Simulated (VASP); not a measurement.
## SiC: single point with r2SCAN

SiC:

```
Si C
1.0
     2.83135    0.00000    0.00000
    -1.41568    2.45203    0.00000
     0.00000    0.00000   10.47984
Si C
4 4
Direct
  0.66667 0.33333 0.93784
  0.33333 0.66667 0.43784
  0.00000 0.00000 0.68789
  0.00000 0.00000 0.18789
  0.66667 0.33333 0.74980
  0.33333 0.66667 0.24980
  0.00000 0.00000 0.50046
  0.00000 0.00000 0.00046
```

This cell differs from its parent crystal: strain -0.080 along x and y, +0.040 along z.

```json
{
  "Program": "VASP 6.6.1",
  "Task": "single point",
  "Functional": "r2SCAN",
  "Potentials or basis": "VASP PAW PBE potentials, release 64 (Si, C)",
  "Cutoff": "520 eV",
  "k mesh": "12 × 12 × 4",
  "Occupations": "gaussian, width 0.05 eV",
  "Spin": "no spin polarisation",
  "Dipole correction": "no",
  "Further INCAR settings": "ALGO = Normal; EDIFF = 1e-06; NBANDS = 26"
}
```

The pressure is 42.8 GPa. The largest force is 1.453 eV/Å and the band gap on the k mesh is 1.77 eV (least direct gap 3.38 eV).

Forces in eV/Å, atoms in the order of the input:
```
Si   0.000  0.000 -1.337
Si   0.000  0.000 -1.337
Si   0.000  0.000 -1.450
Si   0.000  0.000 -1.450
C    0.000  0.000  1.453
C    0.000  0.000  1.453
C    0.000  0.000  1.334
C    0.000  0.000  1.334
```

Stress tensor (GPa, compression positive):
```
 72.87   0.00   0.00
  0.00  72.87   0.00
  0.00   0.00 -17.47
```

Levels at points of the mesh, in eV from the valence-band top:
```csv
k point,band 12,band 13,band 14,band 15,band 16,band 17,band 18,band 19,band 20,band 21
"(0.00, 0.00, 0.00)",-0.46,-0.37,-0.37,0.00,0.00,4.45,8.39,8.72,8.74,9.16
"(0.50, 0.00, 0.00)",-3.24,-2.54,-2.52,-2.44,-1.61,1.77,2.68,5.21,5.33,5.46
"(0.00, 0.00, 0.50)",-0.67,-0.12,-0.12,-0.12,-0.12,6.29,6.29,8.80,8.80,9.29
"(0.50, 0.00, 0.50)",-3.27,-3.05,-3.05,-1.91,-1.91,2.67,2.67,4.72,4.72,6.46
```

Run time: 6.6 min on 1 thread of Intel(R) Xeon(R) Platinum 8259CL CPU @ 2.50GHz (Skylake/Cascade Lake), with other jobs on the host, peak memory 0.25 GiB.

Caveat: the cell differs from its parent crystal (strain -0.080 along x and y, +0.040 along z); the stress differs along the axes, from -17 to 73 GPa; the PAW data sets were made with another functional, which shifts forces and pressure a little. A k mesh can miss the band edges.
